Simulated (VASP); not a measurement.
A run of VASP 6.6.1 is set up as follows.

File INCAR:

```
SYSTEM = CdS
PREC = Accurate ; ENCUT = 600
EDIFF = 1E-7 ; ISMEAR = -1
SIGMA = 0.1 ; LREAL = .False.
LASPH = .True. ; NELM = 60
ALGO = Normal ; ISIF = 3
LWAVE = .False. ; LCHARG = .False.
GGA = PE ; IBRION = 2
NSW = 60 ; EDIFFG = -0.005
PSTRESS = 0.098
```

Contents of KPOINTS:

```
regular mesh
0
Gamma
  9 9 5
  0 0 0
```

The input POSCAR:

```
CdS
1.0
    3.9535793716      0.0000000000      0.0000000000
   -1.9767896858      3.4239001717      0.0000000000
    0.0000000000      0.0000000000      6.1280480259
Cd S
2 2
Direct
    0.0000000000      0.0000000000      0.0000000000
    0.0000000000      0.0000000000      0.5000000000
    0.3333333333      0.6666666667      0.2500000000
    0.6666666667      0.3333333333      0.7500000000
```

Potentials or basis: VASP PAW PBE potentials, release 64 (Cd, S).

Run with:

```bash
$ cat potpaw_PBE.64/Cd/POTCAR potpaw_PBE.64/S/POTCAR > POTCAR
$ mpirun -np 1 vasp_std > vasp.out
```

(1) Predict the relaxed cell.

(2) Predict the relaxed volume.

## Answers

(1) a = 3.883 Å, b = 3.883 Å, c = 6.488 Å, α = 90.00°, β = 90.00°, γ = 120.00°.

(2) 21.18 Å³/atom.

Caveat: the cell is relaxed towards a set pressure, so the run minimises the enthalpy, not the energy.
